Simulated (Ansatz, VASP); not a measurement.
**One calculation of SrO, two programs**

```
Sr O
1.0
     0.00000    2.80411    2.80411
     2.80411    0.00000    2.80411
     2.80411    2.80411    0.00000
Sr O
1 1
Cartesian
  0.0000 0.0000 0.0000
  1.4021 1.4021 1.4021
```

Alike in both runs: task single point; functional PBE; k mesh 10 × 10 × 10; occupations gaussian, width 0.05 eV; no spin polarisation.

|  | VASP | Ansatz |
| --- | --- | --- |
| version | VASP 6.6.1 | Ansatz 0.2.0 |
| potentials or method | VASP PAW PBE potentials, release 64 (Sr_sv, O), cutoff 520 eV | scalar-relativistic, plane waves, PAW |
| valence electrons in the cell | 16 | 16 |

Ansatz gave:

| Quantity | Value |
| --- | --- |
| gap on the k mesh at the Fermi level (eV) | 2.49 |
| least direct gap on the mesh (eV) | 3.30 |
| pressure (GPa) | 0.2 |

**Question.** Which values does VASP return?

**Answer.** gap on the k mesh at the Fermi level (eV): 2.49; least direct gap on the mesh (eV): 3.31; pressure (GPa): 0.6.
